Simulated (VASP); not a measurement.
Input of a VASP 6.6.1 run:

INCAR

```
SYSTEM = Ru
PREC = Accurate
ENCUT = 600
EDIFF = 1E-6
ISMEAR = 0
SIGMA = 0.1
LREAL = .FALSE.
LASPH = .TRUE.
NELM = 100
ALGO = Fast
ISIF = 3
LWAVE = .FALSE.
LCHARG = .FALSE.
GGA = PE
IBRION = 2
NSW = 100
EDIFFG = -0.005
```

Contents of KPOINTS:

```
Automatic mesh
0
G
  18 18 10
  0 0 0
```

Contents of POSCAR:

```
Ru
1.0
    2.7057993342      0.0000000000      0.0000000000
   -1.3528996671      2.3432909610      0.0000000000
    0.0000000000      0.0000000000      4.2819000000
Ru
2
Direct
    0.3333333333      0.6666666667      0.2500000000
    0.6666666667      0.3333333333      0.7500000000
```

Potentials or basis: VASP PAW PBE potentials, release 64 (Ru_pv).

The run is started by

```sh
$ cat potpaw_PBE.64/Ru_pv/POTCAR > POTCAR
$ mpirun -np 1 vasp_std > vasp.out
```

Estimate the relaxed cell.

a = 2.719 Å, b = 2.719 Å, c = 4.296 Å, α = 90.00°, β = 90.00°, γ = 120.00°.

Estimate the space group after relaxing (to 0.05 Å).

P6_3/mmc (No. 194).

The path:
| step | energy change (eV) | largest force (eV/Å) | pressure (GPa) | volume (Å³) |
| --- | --- | --- | --- | --- |
| 1 | 0.0000 | 0.0000 | 4.35 | 27.15 |
| 2 | 0.0353 | 0.0000 | -11.14 | 28.62 |
| 3 | -0.0049 | 0.0000 | -0.03 | 27.52 |
| 4 | -0.0049 | 0.0000 | 0.04 | 27.51 |
| 5 | -0.0049 | 0.0000 | 0.05 | 27.51 |
| 6 | -0.0050 | 0.0000 | 0.03 | 27.51 |

PBE usually gives volumes a little too large and moduli too small. Zero-point motion and thermal expansion aren't in these numbers.
